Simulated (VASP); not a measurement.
## Be2C: single point with PBE

Be2C:

```
C Be
1.0
     0.00000    2.16049    2.16049
     2.16049    0.00000    2.16049
     2.16049    2.16049    0.00000
C Be
1 2
Direct
  0.00000 0.00000 0.00000
  0.25000 0.25000 0.25000
  0.75000 0.75000 0.75000
```

| Item | Value |
| --- | --- |
| Program | VASP 6.6.1 |
| Task | single point |
| Functional | PBE |
| Potentials or basis | VASP PAW PBE potentials, release 64 (C, Be) |
| Cutoff | 600 eV |
| k mesh | 8 × 8 × 8 |
| Occupations | gaussian, width 0.001 eV |
| Spin | no spin polarisation |

```json
{"Pressure": "1.3 GPa", "Band gap on the k mesh": "1.16 eV, indirect (least direct gap 4.14 eV)"}
```

Levels at points of the mesh, in eV from the valence-band top:
| k point | band 1 | band 2 | band 3 | band 4 | band 5 | band 6 | band 7 | band 8 |
| --- | --- | --- | --- | --- | --- | --- | --- | --- |
| (0.00, 0.00, 0.00) | -15.08 | 0.00 | 0.00 | 0.00 | 4.14 | 4.14 | 4.14 | 6.81 |
| (0.50, 0.00, 0.00) | -12.20 | -8.76 | -1.84 | -1.84 | 5.02 | 5.02 | 7.07 | 9.85 |
| (0.50, 0.50, 0.00) | -11.45 | -6.79 | -4.75 | -4.75 | 1.16 | 5.77 | 13.31 | 13.31 |

Run time: 9 s on 1 thread of AMD EPYC 7R13 Processor (Zen 3), on a shared host, peak memory 0.1 GiB.

A k mesh can miss the band edges.
